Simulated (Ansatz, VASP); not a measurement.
Two plane-wave programs on Yb

```
Yb
1.0
    -1.99568    1.99568    1.99568
     1.99568   -1.99568    1.99568
     1.99568    1.99568   -1.99568
Yb
1
Direct
  0.00000 0.00000 0.00000
```

Alike in both runs: task single point; functional PBEsol; k mesh 13 × 13 × 13; occupations fermi-dirac, width 0.1 eV; no spin polarisation.

|  | VASP | Ansatz |
| --- | --- | --- |
| version | VASP 6.6.1 | Ansatz 0.2.0 |
| potentials or method | VASP PAW PBE potentials, release 64 (Yb), cutoff 520 eV | plane waves (420 eV) with PAW, scalar-relativistic |
| valence electrons in the cell | 24 | 24 |

|  | VASP | Ansatz | Ansatz less VASP |
| --- | --- | --- | --- |
| pressure (GPa) | -0.4 | 0.0 | +0.45 |

VASP's potentials were made for PBE, not for PBEsol, and Ansatz warns of the same on its side.

Spin-orbit coupling is off throughout.
